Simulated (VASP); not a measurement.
# Ge (I4_1/amd) in VASP: a series of runs

Ge is run at these levels: PBE; tasks: single point.

Everything below comes from runs of VASP 6.6.1. Logs are shortened: lines on timing, memory, paths and dates and some standing lists are left out, and cuts for length are marked.

## (1) The cell of the first run

It takes space group I4_1/amd (No. 141, tetragonal). The conventional cell has a = 4.120 Å, b = 4.120 Å, c = 5.573 Å, α = 90.00°, β = 90.00°, γ = 90.00°. Within 3.3 Å of Ge (site symmetry -4m2) lie 4 Ge at 2.49 Å.

## (2) Single point, PBE (strain +0.030 along x and y, -0.015 along z)

File INCAR:

```
SYSTEM = Ge
PREC = Accurate
ENCUT = 520
EDIFF = 1E-7
ISMEAR = 0
SIGMA = 0.15
LREAL = .FALSE.
LASPH = .TRUE.
NELM = 80
ALGO = Normal
ISIF = 2
LWAVE = .FALSE.
LCHARG = .FALSE.
GGA = PE
NBANDS = 21
```

File KPOINTS:

```
Automatic mesh
0
G
  14 14 14
  0 0 0
```

File POSCAR:

```
Ge
1.0
    0.0000000000      2.9136331000      2.7863384500
    2.9136331000      0.0000000000      2.7863384500
    2.9136331000      2.9136331000      0.0000000000
Ge
2
Direct
    0.5000000000      0.5000000000      0.5000000000
    0.7500000000      0.7500000000      0.7500000000
```

Potentials or basis: VASP PAW PBE potentials, release 64 (Ge_d).

The run is started by

```bash
$ cat potpaw_PBE.64/Ge_d/POTCAR > POTCAR
$ mpirun -np 1 vasp_std > vasp.out
```

OUTCAR:

```text
SYSTEM = Ge
   PREC = Accurate
   ENCUT = 520
   EDIFF = 1E-7
   ISMEAR = 0
   LREAL = .FALSE.
   LASPH = .TRUE.
   NELM = 80
   ISIF = 2
   GGA = PE

 ion  position               nearest neighbor table
   1  0.500  0.500  0.500-   2 2.49   2 2.49   2 2.49   2 2.49
   2  0.750  0.750  0.750-   1 2.49   1 2.49   1 2.49   1 2.49

  LATTYP: Found a body centered tetragonal cell.
 ALAT       =     4.1204994458
 C/A-ratio  =     1.3524275329

  Lattice vectors:

 A1 = (   0.0000000000,  -2.9136331000,  -2.7863384500)
 A2 = (   0.0000000000,   2.9136331000,  -2.7863384500)
 A3 = (   2.9136331000,   0.0000000000,   2.7863384500)

Analysis of symmetry for initial positions (statically):
=====================================================================
 Subroutine PRICEL returns:
 Original cell was already a primitive cell.

 Routine SETGRP: Setting up the symmetry group for a
 body centered tetragonal supercell.

 Subroutine GETGRP returns: Found 16 space group operations
 (whereof  8 operations were pure point group operations)
 out of a pool of 16 trial point group operations.

The static configuration has the point symmetry D_2d.
 The point group associated with its full space group is D_4h.

Analysis of symmetry for dynamics (positions and initial velocities):
=====================================================================
 Subroutine PRICEL returns:
 Original cell was already a primitive cell.

 Routine SETGRP: Setting up the symmetry group for a
 body centered tetragonal supercell.

 Subroutine GETGRP returns: Found 16 space group operations
 (whereof  8 operations were pure point group operations)
 out of a pool of 16 trial point group operations.

The dynamic configuration has the point symmetry D_2d.
 The point group associated with its full space group is D_4h.

 Subroutine INISYM returns: Found 16 space group operations
 (whereof  8 operations are pure point group operations),
 and found     1 'primitive' translations

----------------------------------------------------------------------------------------

                                     Primitive cell

  volume of cell :      47.3079

  direct lattice vectors                    reciprocal lattice vectors
     0.000000000  2.913633100  2.786338450    -0.171607056  0.171607056  0.179446973
     2.913633100  0.000000000  2.786338450     0.171607056 -0.171607056  0.179446973
     2.913633100  2.913633100  0.000000000     0.171607056  0.171607056 -0.179446973

  length of vectors
[... 81 lines left out ...]
   NELM   =     80;   NELMIN=  2; NELMDL= -5     # of ELM steps
   EDIFF  = 0.1E-06   stopping-criterion for ELM
   LREAL  =      F    real-space projection
   EDIFFG = 0.1E-05   stopping-criterion for IOM
   NSW    =      0    number of steps for IOM
   IBRION =     -1    ionic relax: 0-MD 1-quasi-New 2-CG
   NFREE  =      0    steps in history (QN), initial steepest desc. (CG)
   ISIF   =      2    stress and relaxation
   ISYM   =      2    0-nonsym 1-usesym 2-fastsym
   POTIM  = 0.5000    time-step for ionic-motion
   TEBEG  =    0.0;   TEEND  =   0.0 temperature during run
   PSTRESS=    0.0 pullay stress
   NELECT =      28.0000    total number of electrons
   NUPDOWN=      -1.0000    fix difference up-down
   EMIN   =  10.00;   EMAX   =-10.00  energy-range for DOS
   EFERMI =   0.00;   METHOD = LEGACY
   ISMEAR =     0;   SIGMA  =   0.15  broadening in eV -4-tet -1-fermi 0-gaus
   EFERMI_NEDOS =   21; number of points for ismear=-14 and -15
   IALGO  =     38    algorithm
   IMIX   =      4    mixing-type and parameters
     AMIX     =   0.40;   BMIX     =  1.00
     AMIX_MAG =   1.60;   BMIX_MAG =  1.00
  volume/ion in A,a.u.               =      23.65       159.62
  Fermi-wavevector in a.u.,A,eV,Ry     =   1.374516  2.597458 25.705390  1.889293
  Thomas-Fermi vector in A             =   2.499935
   LORBIT       =      0    0 simple, 1 ext, 2 COOP (PROOUT), +10 PAW based schemes
   GGA     = PE    functional components
   LHFCALC =     F    Hartree Fock is set to
   AEXX    =    0.0000 exact exchange contribution
   IVDW    =     0    specifies the selected vdW correction
   LEPSILON=     F    determine dielectric tensor
   LRPA    =     F    only Hartree local field effects (RPA)
 non-spin polarized calculation
 Gauss-broadening in eV      SIGMA  =   0.15
  energy-cutoff  :      520.00
  volume of cell :       47.31
 maximum number of plane-waves:      1292
 NGX is ok and might be reduce to    30
   NGX = 15   NGY = 15   NGZ = 15

 number of electron      28.0000013 magnetization

 Free energy of the ion-electron system (eV)
  ---------------------------------------------------
  ext. energy  EPLUGINS =         0.00000000
  ---------------------------------------------------
  free energy    TOTEN  =        -9.02367364 eV

  energy without entropy =       -9.02272084  energy(sigma->0) =       -9.02319724

 E-fermi :   4.5990     XC(G=0):  -9.7216

 val. band max:        4.5970586340   @ k =   0.5000  -0.0000   0.0000
 cond. band min:       4.6399909813   @ k =   0.4286   0.0000   0.0000
 fundamental gap:      0.0429323473
 Fermi energy:         4.5989943561

 k-point     1 :       0.0000    0.0000    0.0000
  band No.  band energies     occupation
      1     -20.1899      2.00000
      2     -20.1807      2.00000
      3     -20.1807      2.00000
      4     -20.1521      2.00000
      5     -20.1498      2.00000
      6     -19.9699      2.00000
[... 565 lines left out ...]
     20      13.7918      0.00000
     21      14.1214      0.00000

 [... further k-points ...]

------------------------ aborting loop because EDIFF is reached ----------------------------------------

  FORCE on cell =-STRESS in cart. coord.  units (eV):
  Direction    XX          YY          ZZ          XY          YZ          ZX
  --------------------------------------------------------------------------------------
  -------------------------------------------------------------------------------------
  Total       -0.1150625     -0.1150625      0.7049972      0.0000000     -0.0000000      0.0000000
  in kB       -3.8968240     -3.8968240     23.8761560      0.0000000     -0.0000000      0.0000000
  external PRESSURE =       5.3608360 kB  Pullay stress =       0.0000000 kB

 VOLUME and BASIS-vectors are now :
 -----------------------------------------------------------------------------
  energy-cutoff  :      520.00
  volume of cell :       47.31
      direct lattice vectors                 reciprocal lattice vectors
     0.000000000  2.913633100  2.786338450    -0.171607056  0.171607056  0.179446973
     2.913633100  0.000000000  2.786338450     0.171607056 -0.171607056  0.179446973
     2.913633100  2.913633100  0.000000000     0.171607056  0.171607056 -0.179446973

 POSITION                                       TOTAL-FORCE (eV/Angst)
 -----------------------------------------------------------------------------------
      2.91363      2.91363      2.78634        -0.000000     -0.000000      0.000000
      4.37045      4.37045      4.17951         0.000000      0.000000      0.000000
 -----------------------------------------------------------------------------------
    total drift:                                0.000000     -0.000000     -0.000000

  FREE ENERGIE OF THE ION-ELECTRON SYSTEM (eV)
  ---------------------------------------------------
  free  energy   TOTEN  =        -9.0236736430 eV

  energy  without entropy=       -9.0227208386  energy(sigma->0) =       -9.02319724
```

OSZICAR:

```text
N       E                     dE             d eps       ncg     rms          rms(c)
DAV:   1     0.194430332916E+03    0.19443E+03   -0.14627E+04 11415   0.359E+03
DAV:   2     0.194884905986E+02   -0.17494E+03   -0.16940E+03 10283   0.622E+02
DAV:   3    -0.813447321423E+01   -0.27623E+02   -0.27434E+02 11868   0.145E+02
DAV:   4    -0.908179706466E+01   -0.94732E+00   -0.94682E+00 11533   0.314E+01
DAV:   5    -0.909752435137E+01   -0.15727E-01   -0.15727E-01 11734   0.452E+00    0.301E+00
DAV:   6    -0.904815931323E+01    0.49365E-01   -0.20063E-02 12217   0.150E+00    0.178E+00
DAV:   7    -0.902185556393E+01    0.26304E-01   -0.42317E-02 11184   0.194E+00    0.142E-01
DAV:   8    -0.902343530149E+01   -0.15797E-02   -0.55891E-03 11608   0.953E-01    0.429E-02
DAV:   9    -0.902364992968E+01   -0.21463E-03   -0.25226E-04 11593   0.178E-01    0.136E-02
DAV:  10    -0.902367124403E+01   -0.21314E-04   -0.38589E-05 11833   0.658E-02    0.579E-03
DAV:  11    -0.902367364908E+01   -0.24050E-05   -0.59760E-06 11524   0.350E-02    0.180E-03
DAV:  12    -0.902367364297E+01    0.61136E-08   -0.21617E-07  9832   0.717E-03
   1 F= -.90236736E+01 E0= -.90231972E+01  d E =-.952804E-03
```

stdout:

```text
POSCAR found type information on POSCAR Ge
 POSCAR found :  1 types and       2 ions
 scaLAPACK will be used
 LDA part: xc-table for (Slater+PW92), standard interpolation
 POSCAR, INCAR and KPOINTS ok, starting setup
 FFT: planning ... GRIDC
 FFT: planning ... GRID_SOFT
 FFT: planning ... GRID
 WAVECAR not read
 entering main loop
```

Wall time 5.6 min (1 thread of Intel Xeon 8259CL, shared host); peak memory 0.31 GiB.

Results:

* Free energy: -9.0237 eV
* Pressure: 0.5 GPa
* Band gap on the k mesh: 0.04 eV (least direct gap 0.32 eV)

Stress tensor (GPa, compression positive):
```
-0.39  0.00  0.00
 0.00 -0.39  0.00
 0.00  0.00  2.39
```

Levels at points of the mesh, in eV from the valence-band top:
```
           k point  band 11  band 12  band 13  band 14  band 15  band 16  band 17  band 18
(0.00, 0.00, 0.00)   -12.43    -0.36    -0.09    -0.09     0.23     2.41     2.63     2.63
(0.50, 0.00, 0.00)   -10.44    -7.39    -1.51    -1.14     0.04     3.61     3.90     7.14
(0.50, 0.50, 0.00)    -8.58    -8.58    -3.10    -3.10     0.60     0.60     9.19     9.19
(0.50, 0.00, 0.50)    -8.78    -8.78    -2.80    -2.80     0.94     0.94     9.05     9.05
```

Caveat: the cell differs from its parent crystal (strain +0.030 along x and y, -0.015 along z); the smearing spreads over this small gap.

## (3) Single point, PBE (strain +0.015 along x and y, -0.030 along z)

File INCAR:

```
  PREC = Accurate
  ENCUT = 520
  EDIFF = 1E-7
  ISMEAR = 0
  SIGMA = 0.15
  LREAL = F
  LASPH = T
  NELM = 80
  ALGO = Normal
  ISIF = 2
  LWAVE = F
  LCHARG = T
  GGA = PE
  LELF = T
  LVHAR = T
  NBANDS = 21
```

File KPOINTS:

```
regular mesh
0
Gamma
  14 14 14
```

File POSCAR:

```
Ge
1.0
    0.0000000000      2.8712015500      2.7439069000
    2.8712015500      0.0000000000      2.7439069000
    2.8712015500      2.8712015500      0.0000000000
Ge
2
Direct
    0.5000000000      0.5000000000      0.5000000000
    0.7500000000      0.7500000000      0.7500000000
```

Potentials or basis: VASP PAW PBE potentials, release 64 (Ge_d).

The run is started by

```bash
$ cat potpaw_PBE.64/Ge_d/POTCAR > POTCAR
$ mpirun -np 1 vasp_std > vasp.out
```

Wall time 96 s (1 thread of Intel Xeon 6975P-C (Granite Rapids), shared host); peak memory 0.29 GiB.

Results (log left out):

- Free energy: -8.9961 eV
- Pressure: 3.7 GPa
- Band gap on the k mesh: 0.13 eV (least direct gap 0.20 eV)

Stress tensor (GPa, compression positive):
```
2.68 0.00 0.00
0.00 2.68 0.00
0.00 0.00 5.60
```

Levels at points of the mesh, in eV from the valence-band top:
| k point | band 11 | band 12 | band 13 | band 14 | band 15 | band 16 | band 17 | band 18 |
| --- | --- | --- | --- | --- | --- | --- | --- | --- |
| (0.00, 0.00, 0.00) | -12.80 | -0.13 | -0.13 | 0.00 | 0.20 | 2.39 | 2.62 | 2.62 |
| (0.50, 0.00, 0.00) | -10.71 | -7.62 | -1.62 | -1.23 | 0.13 | 3.59 | 3.91 | 7.13 |
| (0.50, 0.50, 0.00) | -8.76 | -8.76 | -3.30 | -3.30 | 0.50 | 0.50 | 9.52 | 9.52 |
| (0.50, 0.00, 0.50) | -8.98 | -8.98 | -2.99 | -2.99 | 0.85 | 0.85 | 9.37 | 9.37 |

Caveat: the cell differs from its parent crystal (strain +0.015 along x and y, -0.030 along z); the cell stands under pressure. A k mesh can miss the band edges.
